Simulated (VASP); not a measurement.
# HfO2 (R3m) in VASP: notebook

Runs on HfO2. Level: PBE. Tasks: single point.

Program: VASP 6.6.1. These are calculated values, not measurements. Logs are shortened: lines on timing, memory, paths and dates and some standing lists are left out, and cuts for length are marked.

### Step 1. The cell of the first run

The structure is trigonal, space group R3m (No. 160). Conventional cell: a = 3.617 Å, b = 3.617 Å, c = 8.859 Å, α = 90.00°, β = 90.00°, γ = 120.00°. Hf (site symmetry 3m) has 8 O at 2.10 to 2.33 Å within 2.8 Å. Within 2.8 Å of O (site symmetry 3m) lie 4 Hf at 2.10 to 2.26 Å and 6 O at 2.56 Å. O (site symmetry 3m) has 4 Hf at 2.18 to 2.33 Å and 6 O at 2.56 Å within 2.9 Å.

### Step 2. Single point, PBE (atoms displaced along a vibrational mode)

Contents of INCAR:

```
SYSTEM = HfO2
  PREC = Accurate
  ENCUT = 520
  EDIFF = 1E-7
  ISMEAR = 0
  SIGMA = 0.05
  LREAL = .FALSE.
  LASPH = .TRUE.
  NELM = 60
  ALGO = Normal
  ISIF = 2
  LWAVE = .FALSE.
  LCHARG = .FALSE.
  GGA = PE
  NBANDS = 18
```

Contents of KPOINTS:

```
Automatic mesh
0
G
  8 8 8
  0 0 0
```

Contents of POSCAR:

```
HfO2
1.0
    0.0000000000      2.5575000000      2.5575000000
    2.5575000000      0.0000000000      2.5575000000
    2.5575000000      2.5575000000      0.0000000000
Hf O
1 2
Direct
    0.0020235202      0.0020235202      0.0020235202
    0.2387126047      0.2387126047      0.2387126047
    0.7387126047      0.7387126047      0.7387126047
```

Potentials or basis: VASP PAW PBE potentials, release 64 (Hf_pv, O).

Started as:

```sh
cat potpaw_PBE.64/Hf_pv/POTCAR potpaw_PBE.64/O/POTCAR > POTCAR
mpirun -np 1 vasp_std > vasp.out
```

OUTCAR:

```text
SYSTEM = HfO2
   PREC = Accurate
   ENCUT = 520
   EDIFF = 1E-7
   ISMEAR = 0
   LREAL = .FALSE.
   LASPH = .TRUE.
   NELM = 60
   ISIF = 2
   GGA = PE

 ion  position               nearest neighbor table
   1  0.002  0.002  0.002-   2 2.10   3 2.18   3 2.18   3 2.18   2 2.26   2 2.26   2 2.26   3 2.33

   2  0.239  0.239  0.239-   1 2.10   1 2.26   1 2.26   1 2.26
   3  0.739  0.739  0.739-   1 2.18   1 2.18   1 2.18   1 2.33

  LATTYP: Found a face centered cubic cell.
 ALAT       =     5.1150000000

  Lattice vectors:

 A1 = (   0.0000000000,   2.5575000000,   2.5575000000)
 A2 = (   2.5575000000,   0.0000000000,   2.5575000000)
 A3 = (   2.5575000000,   2.5575000000,   0.0000000000)

Analysis of symmetry for initial positions (statically):
=====================================================================
 Subroutine PRICEL returns:
 Original cell was already a primitive cell.

 Routine SETGRP: Setting up the symmetry group for a
 face centered cubic supercell.

 Subroutine GETGRP returns: Found  6 space group operations
 (whereof  6 operations were pure point group operations)
 out of a pool of 48 trial point group operations.

The static configuration has the point symmetry C_3v.

Analysis of symmetry for dynamics (positions and initial velocities):
=====================================================================
 Subroutine PRICEL returns:
 Original cell was already a primitive cell.

 Routine SETGRP: Setting up the symmetry group for a
 face centered cubic supercell.

 Subroutine GETGRP returns: Found  6 space group operations
 (whereof  6 operations were pure point group operations)
 out of a pool of 48 trial point group operations.

The dynamic configuration has the point symmetry C_3v.

 Subroutine INISYM returns: Found  6 space group operations
 (whereof  6 operations are pure point group operations),
 and found     1 'primitive' translations

----------------------------------------------------------------------------------------

                                     Primitive cell

  volume of cell :      33.4562

  direct lattice vectors                    reciprocal lattice vectors
     0.000000000  2.557500000  2.557500000    -0.195503421  0.195503421  0.195503421
     2.557500000  0.000000000  2.557500000     0.195503421 -0.195503421  0.195503421
     2.557500000  2.557500000  0.000000000     0.195503421  0.195503421 -0.195503421

  length of vectors
     3.616851186  3.616851186  3.616851186     0.338621859  0.338621859  0.338621859

  position of ions in fractional coordinates (direct lattice)
     0.002023520  0.002023520  0.002023520
     0.238712605  0.238712605  0.238712605
     0.738712605  0.738712605  0.738712605

  ion indices of the primitive-cell ions
   primitive index   ion index
                 1           1
                 2           2
                 3           3

----------------------------------------------------------------------------------------

 KPOINTS: Automatic mesh

Automatic generation of k-mesh.
 Grid dimensions read from file:
 generate k-points for:    8    8    8

 Generating k-lattice:

  Cartesian coordinates                     Fractional coordinates (reciprocal lattice)
    -0.024437928  0.024437928  0.024437928     0.125000000  0.000000000  0.000000000
     0.024437928 -0.024437928  0.024437928     0.000000000  0.125000000  0.000000000
     0.024437928  0.024437928 -0.024437928     0.000000000  0.000000000  0.125000000

  Length of vectors
     0.042327732  0.042327732  0.042327732

  Shift w.r.t. Gamma in fractional coordinates (k-lattice)
     0.000000000  0.000000000  0.000000000

 Subroutine IBZKPT returns following result:
 ===========================================

 Found     65 irreducible k-points:

 Following reciprocal coordinates:
            Coordinates               Weight
  0.000000  0.000000  0.000000      1.000000
  0.125000  0.000000  0.000000      6.000000
  0.125000  0.125000  0.125000      2.000000
  0.250000  0.000000  0.000000      6.000000
  0.250000  0.250000  0.250000      2.000000
  0.375000  0.000000  0.000000      6.000000
[... 16 lines left out ...]
 -0.250000  0.125000  0.000000     12.000000
  0.125000  0.125000  0.375000      6.000000
 [... further k-points ...]
   k-points           NKPTS =     65   k-points in BZ     NKDIM =     65   number of bands    NBANDS=     18
   number of dos      NEDOS =    301   number of ions     NIONS =      3
   total plane-waves  NPLWV =  21952
   dimension x,y,z NGX =    28 NGY =   28 NGZ =   28
   dimension x,y,z NGXF=    56 NGYF=   56 NGZF=   56
   ions per type =               1   2
   NGX,Y,Z   is equivalent  to a cutoff of  12.87, 12.87, 12.87 a.u.
   NGXF,Y,Z  is equivalent  to a cutoff of  25.74, 25.74, 25.74 a.u.
 SYSTEM =  HfO2
   PREC   = accura    normal or accurate (medium, high low for compatibility)
   ISTART =      0    job   : 0-new  1-cont  2-samecut
   ICHARG =      2    charge: 1-file 2-atom 10-const
   ISPIN  =      1    spin polarized calculation?
   LNONCOLLINEAR =      F non collinear calculations
   LSORBIT =      F    spin-orbit coupling
   LASPH  =      T    aspherical Exc in radial PAW
   ENCUT  =  520.0 eV  38.22 Ry    6.18 a.u.   6.72  6.72  6.72*2*pi/ulx,y,z
   NELM   =     60;   NELMIN=  2; NELMDL= -5     # of ELM steps
   EDIFF  = 0.1E-06   stopping-criterion for ELM
   LREAL  =      F    real-space projection
   EDIFFG = 0.1E-05   stopping-criterion for IOM
   NSW    =      0    number of steps for IOM
   IBRION =     -1    ionic relax: 0-MD 1-quasi-New 2-CG
   NFREE  =      0    steps in history (QN), initial steepest desc. (CG)
   ISIF   =      2    stress and relaxation
   ISYM   =      2    0-nonsym 1-usesym 2-fastsym
   POTIM  = 0.5000    time-step for ionic-motion
   TEBEG  =    0.0;   TEEND  =   0.0 temperature during run
   PSTRESS=    0.0 pullay stress
   NELECT =      22.0000    total number of electrons
   NUPDOWN=      -1.0000    fix difference up-down
   EMIN   =  10.00;   EMAX   =-10.00  energy-range for DOS
   EFERMI =   0.00;   METHOD = LEGACY
   ISMEAR =     0;   SIGMA  =   0.05  broadening in eV -4-tet -1-fermi 0-gaus
   EFERMI_NEDOS =   21; number of points for ismear=-14 and -15
   IALGO  =     38    algorithm
   IMIX   =      4    mixing-type and parameters
     AMIX     =   0.40;   BMIX     =  1.00
     AMIX_MAG =   1.60;   BMIX_MAG =  1.00
  volume/ion in A,a.u.               =      11.15        75.26
  Fermi-wavevector in a.u.,A,eV,Ry     =   1.423607  2.690227 27.574337  2.026657
  Thomas-Fermi vector in A             =   2.544186
   LORBIT       =      0    0 simple, 1 ext, 2 COOP (PROOUT), +10 PAW based schemes
   GGA     = PE    functional components
   LHFCALC =     F    Hartree Fock is set to
   AEXX    =    0.0000 exact exchange contribution
   IVDW    =     0    specifies the selected vdW correction
   LEPSILON=     F    determine dielectric tensor
   LRPA    =     F    only Hartree local field effects (RPA)
 non-spin polarized calculation
 Gauss-broadening in eV      SIGMA  =   0.05
  energy-cutoff  :      520.00
  volume of cell :       33.46
 maximum number of plane-waves:       934
   NGX = 13   NGY = 13   NGZ = 13

 number of electron      22.0000004 magnetization

 Free energy of the ion-electron system (eV)
  ---------------------------------------------------
  ext. energy  EPLUGINS =         0.00000000
  ---------------------------------------------------
  free energy    TOTEN  =       -30.20406705 eV

  energy without entropy =      -30.20406705  energy(sigma->0) =      -30.20406705

 E-fermi :   4.2954     XC(G=0): -11.6919

 val. band max:        4.0598864938   @ k =   0.5000   0.5000   0.0000
 cond. band min:       7.8259426847   @ k =   0.5000   0.5000   0.0000
 fundamental gap:      3.7660561908
 Fermi energy:         4.2953521886

 k-point     1 :       0.0000    0.0000    0.0000
  band No.  band energies     occupation
      1     -25.7426      2.00000
      2     -25.7284      2.00000
      3     -25.7284      2.00000
      4     -14.5200      2.00000
      5     -11.6689      2.00000
      6      -1.1311      2.00000
[... 10 lines left out ...]
     17      14.1050      0.00000
     18      17.4351      0.00000

 k-point     2 :       0.1250    0.0000    0.0000
  band No.  band energies     occupation
      1     -25.7911      2.00000
      2     -25.7463      2.00000
      3     -25.7349      2.00000
      4     -14.3257      2.00000
      5     -11.8197      2.00000
      6      -1.0594      2.00000
[... 10 lines left out ...]
     17      14.0054      0.00000
     18      17.3634      0.00000

 k-point     3 :       0.1250    0.1250    0.1250
  band No.  band energies     occupation
      1     -25.8026      2.00000
      2     -25.7349      2.00000
      3     -25.7349      2.00000
      4     -14.3247      2.00000
      5     -11.8213      2.00000
      6      -0.9869      2.00000
[... 10 lines left out ...]
     17      13.8763      0.00000
     18      17.4139      0.00000

 k-point     4 :       0.2500    0.0000    0.0000
  band No.  band energies     occupation
      1     -25.9294      2.00000
      2     -25.7634      2.00000
      3     -25.7507      2.00000
      4     -13.8609      2.00000
      5     -12.1311      2.00000
      6      -0.7110      2.00000
[... 10 lines left out ...]
     17      13.6187      0.00000
     18      16.4208      0.00000

 k-point     5 :       0.2500    0.2500    0.2500
  band No.  band energies     occupation
      1     -25.9424      2.00000
      2     -25.7507      2.00000
      3     -25.7507      2.00000
      4     -13.8606      2.00000
      5     -12.1312      2.00000
      6      -0.6311      2.00000
[... 10 lines left out ...]
     17      13.4481      0.00000
     18      16.6488      0.00000

 k-point     6 :       0.3750    0.0000    0.0000
  band No.  band energies     occupation
      1     -26.0618      2.00000
      2     -25.7801      2.00000
      3     -25.7665      2.00000
      4     -13.4450      2.00000
      5     -12.3306      2.00000
      6      -0.3325      2.00000
[... 10 lines left out ...]
     17      13.4129      0.00000
     18      15.8859      0.00000

 k-point     7 :       0.3750    0.3750    0.3750
  band No.  band energies     occupation
      1     -26.0757      2.00000
      2     -25.7664      2.00000
      3     -25.7664      2.00000
      4     -13.4573      2.00000
      5     -12.3141      2.00000
      6      -0.2791      2.00000
[... 10 lines left out ...]
     17      13.6490      0.00000
     18      15.9508      0.00000

 k-point     8 :       0.5000    0.0000    0.0000
  band No.  band energies     occupation
      1     -26.1149      2.00000
      2     -25.7869      2.00000
      3     -25.7730      2.00000
      4     -13.3221      2.00000
      5     -12.3445      2.00000
      6      -0.1724      2.00000
[... 10 lines left out ...]
     17      13.3532      0.00000
     18      16.1466      0.00000
[... 229 lines left out ...]
     17      14.0976      0.00000
     18      16.3205      0.00000

 k-point    20 :      -0.3750    0.1250    0.0000
  band No.  band energies     occupation
      1     -26.0734      2.00000
      2     -25.8233      2.00000
      3     -25.7811      2.00000
      4     -13.2484      2.00000
      5     -12.4094      2.00000
      6      -0.5072      2.00000
[... 10 lines left out ...]
     17      14.0801      0.00000
     18      16.2125      0.00000

 k-point    21 :       0.1250    0.1250    0.5000
  band No.  band energies     occupation
      1     -26.0742      2.00000
      2     -25.8306      2.00000
      3     -25.7730      2.00000
      4     -13.2434      2.00000
      5     -12.4153      2.00000
      6      -0.5246      2.00000
[... 10 lines left out ...]
     17      14.0712      0.00000
     18      16.2234      0.00000

 k-point    22 :      -0.3750    0.5000   -0.3750
  band No.  band energies     occupation
      1     -26.0877      2.00000
      2     -25.8173      2.00000
      3     -25.7730      2.00000
      4     -13.2638      2.00000
      5     -12.3901      2.00000
      6      -0.5166      2.00000
[... 10 lines left out ...]
     17      14.1574      0.00000
     18      16.2444      0.00000

 k-point    23 :      -0.2500    0.1250    0.0000
  band No.  band energies     occupation
      1     -25.9773      2.00000
      2     -25.8059      2.00000
      3     -25.7631      2.00000
      4     -13.5655      2.00000
      5     -12.2973      2.00000
      6      -0.6948      2.00000
[... 10 lines left out ...]
     17      13.7003      0.00000
     18      16.4547      0.00000

 k-point    24 :       0.1250    0.1250    0.3750
  band No.  band energies     occupation
      1     -25.9813      2.00000
      2     -25.8100      2.00000
      3     -25.7551      2.00000
      4     -13.5612      2.00000
      5     -12.3027      2.00000
      6      -0.7141      2.00000
[... 10 lines left out ...]
     17      13.7113      0.00000
     18      16.4673      0.00000

 [... further k-points ...]

------------------------ aborting loop because EDIFF is reached ----------------------------------------

  FORCE on cell =-STRESS in cart. coord.  units (eV):
  Direction    XX          YY          ZZ          XY          YZ          ZX
  --------------------------------------------------------------------------------------
  -------------------------------------------------------------------------------------
  Total       -0.9556052     -0.9556052     -0.9556052      0.1653661      0.1653661      0.1653661
  in kB      -45.7627536    -45.7627536    -45.7627536      7.9191783      7.9191783      7.9191783
  external PRESSURE =     -45.7627536 kB  Pullay stress =       0.0000000 kB

 VOLUME and BASIS-vectors are now :
 -----------------------------------------------------------------------------
  energy-cutoff  :      520.00
  volume of cell :       33.46
      direct lattice vectors                 reciprocal lattice vectors
     0.000000000  2.557500000  2.557500000    -0.195503421  0.195503421  0.195503421
     2.557500000  0.000000000  2.557500000     0.195503421 -0.195503421  0.195503421
     2.557500000  2.557500000  0.000000000     0.195503421  0.195503421 -0.195503421

 POSITION                                       TOTAL-FORCE (eV/Angst)
 -----------------------------------------------------------------------------------
      0.01035      0.01035      0.01035        -0.313611     -0.313611     -0.313611
      1.22101      1.22101      1.22101         0.250890      0.250890      0.250890
      3.77851      3.77851      3.77851         0.062721      0.062721      0.062721
 -----------------------------------------------------------------------------------
    total drift:                               -0.000017     -0.000017     -0.000017

  FREE ENERGIE OF THE ION-ELECTRON SYSTEM (eV)
  ---------------------------------------------------
  free  energy   TOTEN  =       -30.2040670480 eV

  energy  without entropy=      -30.2040670480  energy(sigma->0) =      -30.20406705
```

Run time: 32 s. Hardware: 1 thread of Intel Xeon Platinum 8375C at 2.90GHz (Ice Lake), shared host; peak memory 0.18 GiB.

Results:

```yaml
Free_energy: -30.2041 eV
Pressure: -4.6 GPa
Largest_force: 0.543 eV/Å
Band_gap_on_the_k_mesh: 3.77 eV
```

Forces on the atoms (eV/Å):
```
Hf  -0.314 -0.314 -0.314
O    0.251  0.251  0.251
O    0.063  0.063  0.063
```

Levels at points of the mesh, in eV from the valence-band top:
```csv
k point,band 9,band 10,band 11,band 12,band 13,band 14
"(0.00, 0.00, 0.00)",-0.72,-0.72,-0.62,3.96,3.96,5.59
"(0.50, 0.00, 0.00)",-2.64,-1.86,-1.86,4.56,4.57,6.69
"(0.50, 0.50, 0.50)",-2.63,-1.82,-1.82,4.55,4.55,6.45
"(0.50, 0.50, 0.00)",-1.58,-1.46,0.00,3.77,5.35,6.44
```

Caveat: the cell differs from its parent crystal (atoms displaced along a vibrational mode); the cell stands under tension; spin-orbit coupling is left out, which moves the levels of the heavy elements. A k mesh can miss the band edges.

[end of part 1 of 2]
